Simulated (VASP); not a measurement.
Here is a VASP 6.6.1 calculation.

Contents of INCAR:

```
SYSTEM = CoSi2
ALGO = Normal
EDIFF = 1E-6
ENCUT = 520
GGA = PE
ISIF = 2
ISMEAR = 0
ISPIN = 2
LASPH = .TRUE.
LCHARG = .FALSE.
LMAXMIX = 4
LORBIT = 11
LREAL = .FALSE.
LWAVE = .FALSE.
MAGMOM = 0.275 0 0
NBANDS = 20
NELM = 150
NUPDOWN = 0.275
PREC = Accurate
SIGMA = 0.15
```

File KPOINTS:

```
k-points
0
G
  14 14 14
  0 0 0
```

The input POSCAR:

```
CoSi2
1.0
    0.0000000000      2.5683793221      2.5683793221
    2.5683793221      0.0000000000      2.5683793221
    2.5683793221      2.5683793221      0.0000000000
Co Si
1 2
Direct
    0.0000000000      0.0000000000      0.0000000000
    0.2500000000      0.2500000000      0.2500000000
    0.7500000000      0.7500000000      0.7500000000
```

Potentials or basis: VASP PAW PBE potentials, release 64 (Co, Si).

Command:

```console
$ cat potpaw_PBE.64/Co/POTCAR potpaw_PBE.64/Si/POTCAR > POTCAR
$ mpirun -np 1 vasp_std > vasp.out
```

Problem. What does it give for the pressure?

Solution. 30.4 GPa.

Caveat: the cell stands under pressure; the total moment is fixed, so each spin has its own Fermi level.
